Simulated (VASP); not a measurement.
Write the native input for VASP 6.6.1 that does the following.

- Task: single point
- Functional: PBE
- Potentials or basis: VASP PAW PBE potentials, release 64 (Au, Pt, Ni)
- Cutoff: 400 eV
- k mesh: 1 × 1 × 1, shifted
- Occupations: fermi-dirac, width 0.05 eV
- Spin: no spin polarisation
- Dipole correction: no
- Further INCAR settings: LREAL = Auto; ALGO = Normal; EDIFF = 1e-06; NBANDS = 120; ISYM = -1

The structure of Ni5Pt7Au8 lies in POSCAR:

```
Ni5Pt7Au8
1.0
    6.7224710000      0.0307370000     -0.2565140000
    0.0307370000      6.8221740000      0.0288080000
   -0.2565140000      0.0288080000      6.8536550000
Au Pt Ni
8 7 5
Direct
    0.2039881756      0.5751378026      0.4456349573
    0.8092663299      0.5794074322      0.2667405310
    0.2411860649      0.1253986273      0.1348725780
    0.4925723763      0.8502132828      0.2520428540
    0.8383844621      0.8052933465      0.9230160347
    0.9846499547      0.2463789131      0.4431754757
    0.8447714194      0.8853628324      0.5177369102
    0.3606640777      0.7186913642      0.8634313114
    0.7084476381      0.4181651547      0.9141210399
    0.3100154690      0.3583961801      0.7739500501
    0.4203076008      0.4698665178      0.1649147600
    0.6002506435      0.5653106124      0.5656669654
    0.2736926674      0.9882263903      0.5598140226
    0.5618456458      0.0682139110      0.8653631045
    0.5750939272      0.1952328266      0.4373099283
    0.9841004446      0.1402055634      0.8126893606
    0.0671797755      0.4549785925      0.0409598279
    0.9501732139      0.5641677057      0.6895401342
    0.8261082634      0.1171930346      0.1420312575
    0.1110471882      0.8006654832      0.1783706048
```

These files were run (other wordings do the same):

INCAR

```
SYSTEM = Ni5Pt7Au8
PREC     = Accurate       ! precision mode
ENCUT    = 400            ! plane-wave cutoff, eV
EDIFF    = 1E-6           ! SCF threshold, eV
ISMEAR   = -1             ! smearing method
SIGMA    = 0.05           ! smearing width, eV
LREAL    = Auto         
LASPH    = .True.         ! aspherical terms in the spheres
NELM     = 120            ! most SCF steps
ALGO     = Normal         ! electronic algorithm
ISIF     = 2              ! what is computed and relaxed
LWAVE    = .False.        ! write WAVECAR
LCHARG   = .True.         ! write CHGCAR
GGA      = PE             ! functional
LELF     = .True.         ! ELF
LVHAR    = .True.       
ISYM     = -1           
NBANDS   = 120            ! bands
GGA_COMPAT= .False.
```

KPOINTS

```
explicit points
1
Reciprocal
  0.25000000   0.25000000   0.25000000 1
```

Potentials or basis: VASP PAW PBE potentials, release 64 (Au, Pt, Ni).

Command:

```console
$ cat potpaw_PBE.64/Au/POTCAR potpaw_PBE.64/Pt/POTCAR potpaw_PBE.64/Ni/POTCAR > POTCAR
$ mpirun -np 1 vasp_std > vasp.out
```

It gave:

```
Pressure      : 6.9 GPa
Largest force : 1.960 eV/Å
```

Caveat: the atoms stand as in a frame of molecular dynamics.

Run time: 2.2 min on 1 thread of AMD EPYC 9R45 96-Core Processor (Zen 5) (shared host), peak memory 0.3 GiB.
